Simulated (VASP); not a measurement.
# GdY2O2 (P6/mmm) in VASP: single point with PBE

Aim: the single point of GdY2O2 with PBE.

All numbers are computed with VASP 6.6.1; they aren't measurements. Logs are shortened: lines on timing, memory, paths and dates and some standing lists are left out, and cuts for length are marked.

### 1 The cell of the first run

Symmetry: P6/mmm, No. 191, hexagonal system. The conventional cell has a = 6.557 Å, b = 6.557 Å, c = 4.180 Å, α = 90.00°, β = 90.00°, γ = 120.00°. Within 2.8 Å of Y (site symmetry -6m2) lie 2 O at 2.09 Å. Within 5.0 Å of Gd (site symmetry 6/mmm) lie 6 Y at 3.79 Å and 2 Gd at 4.18 Å and 12 O at 4.32 Å. O (site symmetry -6m2) has 2 Y at 2.09 Å within 2.8 Å.

The cell was generated, and may not be a known phase.

### 2 Single point, PBE, collinear spin, ferromagnetic start

Input file INCAR:

```
SYSTEM = GdY2O2
  PREC = Accurate
  ENCUT = 800
  EDIFF = 1E-6
  ISMEAR = 0
  SIGMA = 0.1
  LREAL = .False.
  LASPH = .True.
  NELM = 300
  ALGO = All
  ISIF = 2
  LWAVE = .False.
  LCHARG = .False.
  ISPIN = 2
  MAGMOM = 0 0 7.83 0 0
  LORBIT = 11
  LMAXMIX = 6
  GGA = PE
  NBANDS = 38
  GGA_COMPAT = .False.
  ISEARCH = 1
  KPAR = 4
```

Input file KPOINTS:

```
regular mesh
0
Gamma
  6 6 10
  0 0 0
```

Input file POSCAR:

```
GdY2O2
1.0
    6.5570705667      0.0000000000      0.0000000000
   -3.2785352833      5.6785896852      0.0000000000
    0.0000000000      0.0000000000      4.1796094594
Y Gd O
2 1 2
Direct
    0.3333333333      0.6666666667      0.0000000000
    0.6666666667      0.3333333333      0.0000000000
    0.0000000000      0.0000000000      0.0000000000
    0.3333333333      0.6666666667      0.5000000000
    0.6666666667      0.3333333333      0.5000000000
```

Potentials or basis: VASP PAW PBE potentials, release 64 (Y_sv, Gd, O).

Launch:

```
cat potpaw_PBE.64/Y_sv/POTCAR potpaw_PBE.64/Gd/POTCAR potpaw_PBE.64/O/POTCAR > POTCAR
mpirun -np 4 vasp_std > vasp.out
```

OUTCAR:

```text
SYSTEM = GdY2O2
   PREC = Accurate
   ENCUT = 800
   EDIFF = 1E-6
   ISMEAR = 0
   LREAL = .False.
   LASPH = .True.
   NELM = 300
   ISIF = 2
   ISPIN = 2
   LORBIT = 11
   GGA = PE

 ion  position               nearest neighbor table
   1  0.333  0.667  0.000-   4 2.09   4 2.09   3 3.79   2 3.79   2 3.79   3 3.79   3 3.79   2 3.79

   2  0.667  0.333  0.000-   5 2.09   5 2.09   3 3.79   1 3.79   1 3.79   3 3.79   3 3.79   1 3.79

   3  0.000  0.000  0.000-   1 3.79   2 3.79   2 3.79   1 3.79   2 3.79   1 3.79
   4  0.333  0.667  0.500-   1 2.09   1 2.09
   5  0.667  0.333  0.500-   2 2.09   2 2.09

  LATTYP: Found a hexagonal cell.
 ALAT       =     6.5570705667
 C/A-ratio  =     0.6374202347

  Lattice vectors:

 A1 = (   6.5570705667,   0.0000000000,   0.0000000000)
 A2 = (  -3.2785352833,   5.6785896852,   0.0000000000)
 A3 = (   0.0000000000,   0.0000000000,   4.1796094594)

Analysis of symmetry for initial positions (statically):
=====================================================================
 Subroutine PRICEL returns:
 Original cell was already a primitive cell.

 Routine SETGRP: Setting up the symmetry group for a
 hexagonal supercell.

 Subroutine GETGRP returns: Found 24 space group operations
 (whereof 24 operations were pure point group operations)
 out of a pool of 24 trial point group operations.

The static configuration has the point symmetry D_6h.

Analysis of symmetry for dynamics (positions and initial velocities):
=====================================================================
 Subroutine PRICEL returns:
 Original cell was already a primitive cell.

 Routine SETGRP: Setting up the symmetry group for a
 hexagonal supercell.

 Subroutine GETGRP returns: Found 24 space group operations
 (whereof 24 operations were pure point group operations)
 out of a pool of 24 trial point group operations.

The dynamic configuration has the point symmetry D_6h.

Analysis of structural, dynamic, and magnetic symmetry:
=====================================================================
 Subroutine PRICEL returns:
 Original cell was already a primitive cell.

 Routine SETGRP: Setting up the symmetry group for a
 hexagonal supercell.

 Subroutine GETGRP returns: Found 24 space group operations
 (whereof 24 operations were pure point group operations)
 out of a pool of 24 trial point group operations.

The overall configuration has the point symmetry D_6h.

 Subroutine INISYM returns: Found 24 space group operations
 (whereof 24 operations are pure point group operations),
 and found     1 'primitive' translations

----------------------------------------------------------------------------------------

                                     Primitive cell

  volume of cell :     155.6274

  direct lattice vectors                    reciprocal lattice vectors
     6.557070567  0.000000000  0.000000000     0.152507128  0.088050031  0.000000000
    -3.278535283  5.678589685  0.000000000     0.000000000  0.176100063  0.000000000
     0.000000000  0.000000000  4.179609459     0.000000000  0.000000000  0.239256804

  length of vectors
     6.557070567  6.557070567  4.179609459     0.176100063  0.176100063  0.239256804

  position of ions in fractional coordinates (direct lattice)
     0.333333333  0.666666667  0.000000000
     0.666666667  0.333333333  0.000000000
     0.000000000  0.000000000  0.000000000
     0.333333333  0.666666667  0.500000000
     0.666666667  0.333333333  0.500000000

  ion indices of the primitive-cell ions
   primitive index   ion index
                 1           1
                 2           2
                 3           3
                 4           4
                 5           5

----------------------------------------------------------------------------------------

[... 23 lines left out ...]

 Following reciprocal coordinates:
            Coordinates               Weight
  0.000000  0.000000  0.000000      1.000000
  0.166667  0.000000  0.000000      6.000000
  0.333333 -0.000000  0.000000      6.000000
  0.500000 -0.000000  0.000000      3.000000
  0.166667  0.166667  0.000000      6.000000
  0.333333  0.166667  0.000000     12.000000
[... 16 lines left out ...]
  0.166667  0.000000  0.300000     12.000000
  0.333333 -0.000000  0.300000     12.000000
 [... further k-points ...]
   k-points           NKPTS =     42   k-points in BZ     NKDIM =     42   number of bands    NBANDS=     38
   number of dos      NEDOS =    301   number of ions     NIONS =      5
   total plane-waves  NPLWV = 144000
   dimension x,y,z NGX =    60 NGY =   60 NGZ =   40
   dimension x,y,z NGXF=   120 NGYF=  120 NGZF=   80
   ions per type =               2   1   2
   NGX,Y,Z   is equivalent  to a cutoff of  15.21, 15.21, 15.91 a.u.
   NGXF,Y,Z  is equivalent  to a cutoff of  30.42, 30.42, 31.82 a.u.
 SYSTEM =  GdY2O2
   PREC   = accura    normal or accurate (medium, high low for compatibility)
   ISTART =      0    job   : 0-new  1-cont  2-samecut
   ICHARG =      2    charge: 1-file 2-atom 10-const
   ISPIN  =      2    spin polarized calculation?
   LNONCOLLINEAR =      F non collinear calculations
   LSORBIT =      F    spin-orbit coupling
   LASPH  =      T    aspherical Exc in radial PAW
   ENCUT  =  800.0 eV  58.80 Ry    7.67 a.u.  15.12 15.12  9.64*2*pi/ulx,y,z
   NELM   =    300;   NELMIN=  2; NELMDL= -5     # of ELM steps
   EDIFF  = 0.1E-05   stopping-criterion for ELM
   LREAL  =      F    real-space projection
   EDIFFG = 0.1E-04   stopping-criterion for IOM
   NSW    =      0    number of steps for IOM
   IBRION =     -1    ionic relax: 0-MD 1-quasi-New 2-CG
   NFREE  =      0    steps in history (QN), initial steepest desc. (CG)
   ISIF   =      2    stress and relaxation
   ISYM   =      2    0-nonsym 1-usesym 2-fastsym
   POTIM  = 0.5000    time-step for ionic-motion
   TEBEG  =    0.0;   TEEND  =   0.0 temperature during run
   PSTRESS=    0.0 pullay stress
   NELECT =      52.0000    total number of electrons
   NUPDOWN=      -1.0000    fix difference up-down
   EMIN   =  10.00;   EMAX   =-10.00  energy-range for DOS
   EFERMI =   0.00;   METHOD = LEGACY
   ISMEAR =     0;   SIGMA  =   0.10  broadening in eV -4-tet -1-fermi 0-gaus
   EFERMI_NEDOS =   21; number of points for ismear=-14 and -15
   IALGO  =     58    algorithm
   IMIX   =      4    mixing-type and parameters
     AMIX     =   0.40;   BMIX     =  1.00
     AMIX_MAG =   1.60;   BMIX_MAG =  1.00
  volume/ion in A,a.u.               =      31.13       210.05
  Fermi-wavevector in a.u.,A,eV,Ry     =   1.136006  2.146740 17.558447  1.290509
  Thomas-Fermi vector in A             =   2.272711
   LORBIT       =     11    0 simple, 1 ext, 2 COOP (PROOUT), +10 PAW based schemes
   GGA     = PE    functional components
   LHFCALC =     F    Hartree Fock is set to
   AEXX    =    0.0000 exact exchange contribution
   IVDW    =     0    specifies the selected vdW correction
   LEPSILON=     F    determine dielectric tensor
   LRPA    =     F    only Hartree local field effects (RPA)
 spin polarized calculation
 Gauss-broadening in eV      SIGMA  =   0.10
  energy-cutoff  :      800.00
  volume of cell :      155.63
 maximum number of plane-waves:      8060
   NGX = 31   NGY = 31   NGZ = 19

 number of electron      51.9999999 magnetization       7.5175906

 Free energy of the ion-electron system (eV)
  ---------------------------------------------------
  ext. energy  EPLUGINS =         0.00000000
  ---------------------------------------------------
  free energy    TOTEN  =       -40.53065385 eV

  energy without entropy =      -40.49214669  energy(sigma->0) =      -40.51140027

 E-fermi :   1.1704     XC(G=0):  -8.2345

 val. band max:        1.1526393376   @ k =   0.1667   0.1667   0.5000
 cond. band min:       1.1775616276   @ k =   0.1667   0.1667   0.2000
 fundamental gap:      0.0249222900
 Fermi energy:         1.1703847134

 spin component 1

 k-point     1 :       0.0000    0.0000    0.0000
  band No.  band energies     occupation
      1     -44.7799      1.00000
      2     -40.8392      1.00000
      3     -40.8226      1.00000
      4     -22.2465      1.00000
      5     -22.2119      1.00000
      6     -22.2119      1.00000
[... 973 lines left out ...]
     37       3.8744      0.00000
     38       5.2280      0.00000

 [... further k-points ...]

 spin component 2

 k-point     1 :       0.0000    0.0000    0.0000
  band No.  band energies     occupation
      1     -41.6085      1.00000
      2     -40.8297      1.00000
      3     -40.8134      1.00000
      4     -21.0542      1.00000
      5     -21.0542      1.00000
      6     -20.9443      1.00000
[... 973 lines left out ...]
     37       4.2648      0.00000
     38       5.5827      0.00000

 [... further k-points ...]

------------------------ aborting loop because EDIFF is reached ----------------------------------------

  FORCE on cell =-STRESS in cart. coord.  units (eV):
  Direction    XX          YY          ZZ          XY          YZ          ZX
  --------------------------------------------------------------------------------------
  -------------------------------------------------------------------------------------
  Total       -0.0698618     -0.0698618      0.0293841     -0.0000000      0.0000000      0.0000000
  in kB       -0.7192242     -0.7192242      0.3025081     -0.0000000      0.0000000      0.0000000
  external PRESSURE =      -0.3786468 kB  Pullay stress =       0.0000000 kB

 VOLUME and BASIS-vectors are now :
 -----------------------------------------------------------------------------
  energy-cutoff  :      800.00
  volume of cell :      155.63
      direct lattice vectors                 reciprocal lattice vectors
     6.557070567  0.000000000  0.000000000     0.152507128  0.088050031  0.000000000
    -3.278535283  5.678589685  0.000000000     0.000000000  0.176100063  0.000000000
     0.000000000  0.000000000  4.179609459     0.000000000  0.000000000  0.239256804

 POSITION                                       TOTAL-FORCE (eV/Angst)
 -----------------------------------------------------------------------------------
     -0.00000      3.78573      0.00000         0.000000     -0.000000     -0.000000
      3.27854      1.89286      0.00000        -0.000000      0.000000     -0.000000
      0.00000      0.00000      0.00000        -0.000000      0.000000     -0.000000
     -0.00000      3.78573      2.08980         0.000000     -0.000000     -0.000000
      3.27854      1.89286      2.08980        -0.000000     -0.000000      0.000000
 -----------------------------------------------------------------------------------
    total drift:                                0.000000     -0.000000      0.000000

  FREE ENERGIE OF THE ION-ELECTRON SYSTEM (eV)
  ---------------------------------------------------
  free  energy   TOTEN  =       -40.5306538490 eV

  energy  without entropy=      -40.4921602704  energy(sigma->0) =      -40.51140706

 total charge

# of ion       s       p       d       f       tot
--------------------------------------------------
    1        2.254   6.406   1.022   0.124   9.805
    2        2.254   6.406   1.022   0.124   9.805
    3        2.086   5.547   0.408   7.143  15.185
    4        1.575   3.412   0.000   0.000   4.987
    5        1.575   3.412   0.000   0.000   4.987
--------------------------------------------------
tot          9.744  25.183   2.452   7.390  44.769

 magnetization (x)

# of ion       s       p       d       f       tot
--------------------------------------------------
    1        0.002   0.005   0.017   0.000   0.025
    2        0.002   0.005   0.017   0.000   0.025
    3        0.015  -0.074   0.233   6.656   6.830
    4        0.000  -0.002   0.000   0.000  -0.002
    5        0.000  -0.002   0.000   0.000  -0.002
--------------------------------------------------
tot          0.020  -0.069   0.267   6.657   6.874
```

It took 38 min on 4 MPI ranks of Intel Xeon Platinum 8259CL at 2.50GHz (Skylake/Cascade Lake), shared host; peak memory 1.8 GiB.

What came out:

- Free energy: -40.5307 eV
- Pressure: 0.0 GPa
- Net moment: 7.52 μB per cell
- Site moments: Y +0.03; Gd +6.83; O -0.00 μB
- Valence electrons inside the program's atomic spheres: Y 9.80; Gd 15.19; O 4.99

Levels at points of the mesh, in eV from the Fermi level:
Spin up:
| k point | band 27 | band 28 | band 29 | band 30 | band 31 | band 32 | band 33 | band 34 |
| --- | --- | --- | --- | --- | --- | --- | --- | --- |
| (0.00, 0.00, 0.00) | -1.00 | -0.92 | -0.68 | 0.72 | 0.72 | 0.85 | 0.85 | 1.86 |
| (0.50, 0.00, 0.00) | -0.98 | -0.95 | -0.72 | -0.69 | -0.19 | 0.42 | 1.07 | 1.64 |
| (0.00, 0.00, 0.50) | -2.55 | -2.19 | 0.64 | 0.64 | 0.76 | 0.76 | 0.95 | 1.28 |
| (0.50, 0.00, 0.50) | -2.37 | -0.92 | -0.44 | -0.32 | 0.49 | 0.55 | 0.83 | 1.45 |
Spin down:
| k point | band 20 | band 21 | band 22 | band 23 | band 24 | band 25 |
| --- | --- | --- | --- | --- | --- | --- |
| (0.00, 0.00, 0.00) | -1.01 | -0.93 | 0.09 | 0.09 | 0.13 | 0.20 |
| (0.50, 0.00, 0.00) | -0.95 | -0.76 | -0.57 | -0.40 | 0.10 | 0.11 |
| (0.00, 0.00, 0.50) | -2.54 | -1.88 | 0.12 | 0.12 | 0.14 | 0.20 |
| (0.50, 0.00, 0.50) | -2.38 | -0.45 | -0.27 | -0.06 | 0.13 | 0.14 |

Caveat: spin-orbit coupling is left out, which moves the levels of the heavy elements; a cell with one magnetic atom can't hold antiferromagnetic order, which such compounds often take; semilocal functionals describe open f shells poorly, which spoils levels, moments and volumes. The state reached can hang on the start; a lower one may exist.
